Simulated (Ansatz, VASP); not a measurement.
## One calculation of CrN2, two programs

```
Cr N
1.0
    -1.37810    1.37810    3.38066
     1.37810   -1.37810    3.38066
     1.37810    1.37810   -3.38066
Cr N
1 2
Direct
  0.00000 0.00000 0.00000
  0.66500 0.66500 0.00000
  0.33500 0.33500 0.00000
```

Alike in both runs: task relaxation of cell and atoms; functional PBE; k mesh 8 × 8 × 8; occupations gaussian, width 0.1 eV; no spin polarisation.

|  | VASP | Ansatz |
| --- | --- | --- |
| version | VASP 6.6.1 | Ansatz 0.2.0 |
| potentials or method | VASP PAW PBE potentials, release 64 (Cr_pv, N), cutoff 600 eV | scalar-relativistic, plane waves, PAW |
| valence electrons in the cell | 22 | 24 |

```tsv
	VASP	Ansatz	Ansatz less VASP
gap on the k mesh at the Fermi level, each at its own relaxed structure (eV)	none	none	-
relaxed volume (Å³/atom)	10.27	11.59	+1.324
relaxed cell length with the largest relative difference (Å)	4.683	5.202	+0.5194
```

A gap of «none» marks a metal or a gap that the smearing closes. One of these differences is far larger than is usual between the two programs; its cause wasn't traced. VASP's potentials hold 22 valence electrons a cell and Ansatz's 24, so a difference there can come from the potentials and not from the codes.

The k mesh is coarse, so the values compare programs but aren't converged. Noted on VASP's run: the volume moved by over 15 % at a fixed basis, so the end points are rough.
